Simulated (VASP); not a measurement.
# Si16HC16 (a cell with a defect) (H_i (antibonding at C)) in VASP: notebook, part 2 of 2

VASP 6.6.1. The steps go on from the part before.

## (3) Single point, PBE

Contents of INCAR:

```
ALGO = Normal
EDIFF = 1E-6
ENCUT = 520
GGA = PE
GGA_COMPAT = False
ISIF = 2
ISMEAR = 0
LASPH = True
LCHARG = False
LREAL = Auto
LWAVE = False
NBANDS = 86
NELECT = 128.0
NELM = 120
PREC = Accurate
SIGMA = 0.01
```

Contents of KPOINTS:

```
Automatic mesh
0
Gamma
  1 1 1
  0.25 0.25 0.25
```

Contents of POSCAR:

```
Si16HC16
1.0
   -4.3797238600      4.3797238600     -4.3797238600
    4.3797238600      4.3797238600      4.3797238600
    4.3797238600     -4.3797238600     -4.3797238600
Si C H
16 16 1
Direct
   -0.0005350779      0.0009035504      0.7498200368
    0.0010234539      0.2497274795      0.5003222953
    0.0010303029      0.5009343243      0.2506454101
    0.0009958412      0.7505492678      0.0023976318
    0.2489291302     -0.0016294873      0.4979272554
    0.2467024441      0.2504769540      0.2487023078
    0.2483717680      0.4988126631     -0.0012635047
    0.2515887433      0.7501986383      0.7511087852
    0.4969905297     -0.0125969359      0.2517633177
    0.4930514602      0.2492573354     -0.0188352078
    0.5003367330      0.5013590690      0.7497266027
    0.5002192649      0.7495228850      0.5017478650
    0.7502153361     -0.0010521324     -0.0001788383
    0.7510530441      0.2497502564      0.7496605523
    0.7598572511      0.5131819932      0.5157405492
    0.7511270464      0.7493307594      0.2506528839
    0.0028572883      0.0009714003      0.0009649929
    0.0003349719      0.2498066591      0.7494469568
    0.0004066939      0.5006853191      0.5013838417
    0.0003151386      0.7494430058      0.2504202903
    0.2470601429     -0.0021104647      0.7471516264
    0.2526734018      0.2499700729      0.4983371083
    0.2515531057      0.4992186649      0.2499299202
    0.2487900198      0.7485356277     -0.0002546822
    0.4995829810     -0.0014249004      0.5020733674
    0.5099673488      0.2492055250      0.2535951365
    0.4989046410      0.5012558861     -0.0007322213
    0.5008166289      0.7503249940      0.7508797273
    0.7497894124     -0.0011985142      0.2504516263
    0.7486981757      0.2497488301     -0.0005903717
    0.7509340288      0.5013151457      0.7539569015
    0.7498826379      0.7509757268      0.5010288184
    0.6505936300      0.2570294174      0.2329603011
```

Potentials or basis: VASP PAW PBE potentials, release 64 (Si, C, H).

Started as:

```console
> cat potpaw_PBE.64/Si/POTCAR potpaw_PBE.64/C/POTCAR potpaw_PBE.64/H/POTCAR > POTCAR
> mpirun -np 1 vasp_std > vasp.out
```

OUTCAR:

```text
EDIFF = 1E-6
   ENCUT = 520
   GGA = PE
   ISIF = 2
   ISMEAR = 0
   LASPH = True
   LREAL = Auto
   NELECT = 128.0
   NELM = 120
   PREC = Accurate

 ion  position               nearest neighbor table
   1  0.999  0.001  0.750-  18 1.89  32 1.89  21 1.89  17 1.90  15 3.02  10 3.06  14 3.08   7 3.08
                             2 3.09   6 3.09  16 3.09  12 3.09  13 3.09   5 3.11   8 3.11   4 3.12
   2  0.001  0.250  0.500-  18 1.89  29 1.90  19 1.90  22 1.91   6 3.08   1 3.09   7 3.09   5 3.09
                            14 3.09  11 3.09  16 3.10   8 3.10  13 3.10   3 3.10   9 3.12  15 3.13
   3  0.001  0.501  0.251-  20 1.89  19 1.90  23 1.91  30 1.91   6 3.07   5 3.08   4 3.08  16 3.09
                            12 3.09   7 3.09   8 3.10   2 3.10  14 3.10  13 3.11  15 3.14
   4  0.001  0.751  0.002-  20 1.89  31 1.89  24 1.89  17 1.90  15 3.01   5 3.07   9 3.07   3 3.08
                            16 3.09   7 3.09  13 3.09   6 3.10  11 3.10  14 3.10   8 3.11   1 3.12
   5  0.249  0.998  0.498-  20 1.88  25 1.89  21 1.90  22 1.90  10 2.99   9 3.06   4 3.07   3 3.08
                            16 3.08   2 3.09  12 3.10   6 3.11   8 3.11   1 3.11  14 3.11  11 3.12
   6  0.247  0.250  0.249-  23 1.87  17 1.87  22 1.88  26 1.99   3 3.07  13 3.08   2 3.08   7 3.09
                             1 3.09  12 3.09   4 3.10  11 3.10   5 3.11
   7  0.248  0.499  0.999-  18 1.89  24 1.89  27 1.89  23 1.90   9 3.03  10 3.06  14 3.08   1 3.08
                             6 3.09   2 3.09   8 3.09   4 3.09   3 3.09  11 3.10  16 3.11  12 3.12
   8  0.252  0.750  0.751-  28 1.89  24 1.90  19 1.90  21 1.90  15 3.05  11 3.08  12 3.08  13 3.09
                             7 3.09  10 3.09   3 3.10   2 3.10   9 3.10   5 3.11   4 3.11   1 3.11
   9  0.497  0.987  0.252-  25 1.87  24 1.87  29 1.89  26 1.95  12 3.02   7 3.03  16 3.05   5 3.06
                             4 3.07  14 3.09   8 3.10   2 3.12  13 3.13
  10  0.493  0.249  0.981-  21 1.85  33 1.85  27 1.85  30 1.90  26 2.03   5 2.99  11 3.00  14 3.03
                             1 3.06   7 3.06   8 3.09  16 3.10  13 3.15
  11  0.500  0.501  0.750-  28 1.88  31 1.89  27 1.90  22 1.90  10 3.00  15 3.06  12 3.07   8 3.08
                            13 3.08   2 3.09   4 3.10  16 3.10   7 3.10   6 3.10  14 3.11   5 3.12
  12  0.500  0.750  0.502-  28 1.89  25 1.89  32 1.89  23 1.90   9 3.02  11 3.07  15 3.07   8 3.08
                            13 3.09   6 3.09   3 3.09   1 3.09   5 3.10  14 3.10  16 3.11   7 3.12
  13  0.750  0.999  1.000-  28 1.89  29 1.90  30 1.91  17 1.91   6 3.08  11 3.08  12 3.09   8 3.09
                             4 3.09   1 3.09  16 3.10   2 3.10  14 3.10   3 3.11   9 3.13  10 3.15
  14  0.751  0.250  0.750-  18 1.89  25 1.90  31 1.90  30 1.90  10 3.03   1 3.08   7 3.08  15 3.08
                             9 3.09   2 3.09  12 3.10   4 3.10  13 3.10   3 3.10   5 3.11  11 3.11
  15  0.760  0.513  0.516-  31 1.86  32 1.87  19 1.90  26 1.96  33 2.01   4 3.01   1 3.02   8 3.05
                            11 3.06  12 3.07  14 3.08  16 3.11   2 3.13   3 3.14
  16  0.751  0.749  0.251-  20 1.89  29 1.90  32 1.90  27 1.90   9 3.05   5 3.08   4 3.09   3 3.09
                             1 3.09   2 3.10  13 3.10  10 3.10  11 3.10  15 3.11  12 3.11   7 3.11
  17  0.003  0.001  0.001-   6 1.87   1 1.90   4 1.90  13 1.91
  18  0.000  0.250  0.749-   1 1.89   7 1.89   2 1.89  14 1.89
  19  0.000  0.501  0.501-  15 1.90   8 1.90   2 1.90   3 1.90
  20  0.000  0.749  0.250-   5 1.88   4 1.89   3 1.89  16 1.89
  21  0.247  0.998  0.747-  10 1.85   1 1.89   5 1.90   8 1.90
  22  0.253  0.250  0.498-   6 1.88  11 1.90   5 1.90   2 1.91
  23  0.252  0.499  0.250-   6 1.87   7 1.90  12 1.90   3 1.91
  24  0.249  0.749  1.000-   9 1.87   7 1.89   4 1.89   8 1.90
  25  0.500  0.999  0.502-   9 1.87  12 1.89   5 1.89  14 1.90
  26  0.510  0.249  0.254-  33 1.11   9 1.95  15 1.96   6 1.99  10 2.03
  27  0.499  0.501  0.999-  10 1.85   7 1.89  11 1.90  16 1.90
  28  0.501  0.750  0.751-  11 1.88  12 1.89  13 1.89   8 1.89
  29  0.750  0.999  0.250-   9 1.89  16 1.90   2 1.90  13 1.90
  30  0.749  0.250  0.999-  10 1.90  14 1.90  13 1.91   3 1.91
  31  0.751  0.501  0.754-  15 1.86  11 1.89   4 1.89  14 1.90
  32  0.750  0.751  0.501-  15 1.87  12 1.89   1 1.89  16 1.90
  33  0.651  0.257  0.233-  26 1.11  10 1.85  15 2.01

  LATTYP: Found a body centered cubic cell.
[... 167 lines left out ...]
   LNONCOLLINEAR =      F non collinear calculations
   LSORBIT =      F    spin-orbit coupling
   LASPH  =      T    aspherical Exc in radial PAW
   ENCUT  =  520.0 eV  38.22 Ry    6.18 a.u.  14.10 14.10 14.10*2*pi/ulx,y,z
   NELM   =    120;   NELMIN=  2; NELMDL= -5     # of ELM steps
   EDIFF  = 0.1E-05   stopping-criterion for ELM
   LREAL  =      T    real-space projection
   EDIFFG = 0.1E-04   stopping-criterion for IOM
   NSW    =      0    number of steps for IOM
   IBRION =     -1    ionic relax: 0-MD 1-quasi-New 2-CG
   NFREE  =      0    steps in history (QN), initial steepest desc. (CG)
   ISIF   =      2    stress and relaxation
   ISYM   =      2    0-nonsym 1-usesym 2-fastsym
   POTIM  = 0.5000    time-step for ionic-motion
   TEBEG  =    0.0;   TEEND  =   0.0 temperature during run
   PSTRESS=    0.0 pullay stress
   NELECT =     128.0000    total number of electrons
   NUPDOWN=      -1.0000    fix difference up-down
   EMIN   =  10.00;   EMAX   =-10.00  energy-range for DOS
   EFERMI =   0.00;   METHOD = LEGACY
   ISMEAR =     0;   SIGMA  =   0.01  broadening in eV -4-tet -1-fermi 0-gaus
   EFERMI_NEDOS =   21; number of points for ismear=-14 and -15
   IALGO  =     38    algorithm
   IMIX   =      4    mixing-type and parameters
     AMIX     =   0.40;   BMIX     =  1.00
     AMIX_MAG =   1.60;   BMIX_MAG =  1.00
  volume/ion in A,a.u.               =      10.18        68.72
  Fermi-wavevector in a.u.,A,eV,Ry     =   1.186710  2.242558 19.160835  1.408282
  Thomas-Fermi vector in A             =   2.322877
   LORBIT       =      0    0 simple, 1 ext, 2 COOP (PROOUT), +10 PAW based schemes
   GGA     = PE    functional components
   LHFCALC =     F    Hartree Fock is set to
   AEXX    =    0.0000 exact exchange contribution
   IVDW    =     0    specifies the selected vdW correction
   LEPSILON=     F    determine dielectric tensor
   LRPA    =     F    only Hartree local field effects (RPA)
 non-spin polarized calculation
 Gauss-broadening in eV      SIGMA  =   0.01
  energy-cutoff  :      520.00
  volume of cell :      336.05
 maximum number of plane-waves:      9024
 NGX is ok and might be reduce to    56
   NGX = 29   NGY = 29   NGZ = 29

 number of electron     127.9999993 magnetization

 Free energy of the ion-electron system (eV)
  ---------------------------------------------------
  ext. energy  EPLUGINS =         0.00000000
  ---------------------------------------------------
  free energy    TOTEN  =      -249.59741667 eV

  energy without entropy =     -249.59741667  energy(sigma->0) =     -249.59741667

 E-fermi :   7.5163     XC(G=0): -11.2724

 val. band max:        7.4562746465   @ k =   0.2500   0.2500   0.2500
 cond. band min:      10.9346383241   @ k =   0.2500   0.2500   0.2500
 fundamental gap:      3.4783636776
 Fermi energy:         7.5162901244

 k-point     1 :       0.2500    0.2500    0.2500
  band No.  band energies     occupation
      1      -6.8909      2.00000
      2      -6.0920      2.00000
      3      -6.0729      2.00000
      4      -6.0636      2.00000
      5      -4.5431      2.00000
      6      -3.4679      2.00000
[... 68 lines left out ...]
     75      11.7857      0.00000
     76      11.8022      0.00000
 [bands above 76 left out]

------------------------ aborting loop because EDIFF is reached ----------------------------------------

  FORCE on cell =-STRESS in cart. coord.  units (eV):
  Direction    XX          YY          ZZ          XY          YZ          ZX
  --------------------------------------------------------------------------------------
  -------------------------------------------------------------------------------------
  Total       -7.5999610     -7.8870013     -6.8893251      1.9262474      2.0226702     -2.0824712
  in kB      -36.2344577    -37.6029845    -32.8463475      9.1838012      9.6435178     -9.9286316
  external PRESSURE =     -35.5612632 kB  Pullay stress =       0.0000000 kB

 VOLUME and BASIS-vectors are now :
 -----------------------------------------------------------------------------
  energy-cutoff  :      520.00
  volume of cell :      336.05
      direct lattice vectors                 reciprocal lattice vectors
    -4.379723860  4.379723860 -4.379723860     0.000000000  0.114162449 -0.114162449
     4.379723860  4.379723860  4.379723860     0.114162449  0.114162449  0.000000000
     4.379723860 -4.379723860 -4.379723860     0.114162449  0.000000000 -0.114162449

 POSITION                                       TOTAL-FORCE (eV/Angst)
 -----------------------------------------------------------------------------------
     -1.08942      1.09733     -7.65743         0.000734     -0.001161     -0.002263
      3.28053     -1.09305     -1.10202        -0.001557      0.004438      0.000033
      3.28720      1.10071      1.09168        -0.004084      0.003926     -0.001276
      3.29334      3.28106      3.27234        -0.001830      0.000340      0.005339
      5.46313      3.28204      1.10156         0.006710      0.004390     -0.005334
      1.10578      1.08826     -1.07272        -0.002228     -0.001140     -0.005385
[... 25 lines left out ...]
      2.19916      4.37898     -2.18958         0.013546     -0.001379      0.003589
     -0.70340      2.95484     -2.74400        -0.008277      0.014357      0.000514
 -----------------------------------------------------------------------------------
    total drift:                                0.015670     -0.028573     -0.006195

  FREE ENERGIE OF THE ION-ELECTRON SYSTEM (eV)
  ---------------------------------------------------
  free  energy   TOTEN  =      -249.5974166716 eV

  energy  without entropy=     -249.5974166716  energy(sigma->0) =     -249.59741667
```

It took 52 s on 1 thread of Intel Xeon Platinum 8488C (Sapphire Rapids), shared host; peak memory 0.39 GiB.

Results:

- Free energy: -249.5974 eV
- Largest force: 0.027 eV/Å

Forces on the atoms (eV/Å):
```
Si   0.001 -0.001 -0.002
Si  -0.002  0.004  0.000
Si  -0.004  0.004 -0.001
Si  -0.002  0.000  0.005
Si   0.007  0.004 -0.005
Si  -0.002 -0.001 -0.005
Si   0.001  0.001 -0.004
Si  -0.006  0.002  0.003
Si  -0.008 -0.007 -0.008
Si  -0.011  0.000  0.002
Si  -0.002 -0.005 -0.002
Si  -0.005  0.005  0.010
Si  -0.004 -0.001  0.000
Si   0.001  0.004  0.000
Si   0.009  0.001 -0.007
Si  -0.002  0.003 -0.001
C   -0.005 -0.006  0.010
C   -0.006  0.003 -0.003
C    0.009  0.000 -0.009
C   -0.003 -0.003 -0.003
C    0.002  0.002 -0.007
C    0.010 -0.010 -0.003
C    0.001  0.008 -0.002
C   -0.001 -0.012  0.003
C   -0.001  0.008  0.009
C    0.016 -0.012  0.018
C    0.005  0.004  0.003
C    0.006 -0.001 -0.011
C   -0.001 -0.005 -0.004
C    0.003 -0.003  0.004
C   -0.013  0.000  0.007
C    0.014 -0.001  0.004
H   -0.008  0.014  0.001
```

Caveat: the k points lie up to 1.01 Å⁻¹ apart; the cell carries a net charge on a neutralising background, which shifts energy and pressure; the cell is charged against a uniform background, so pressure and absolute levels hang on convention.
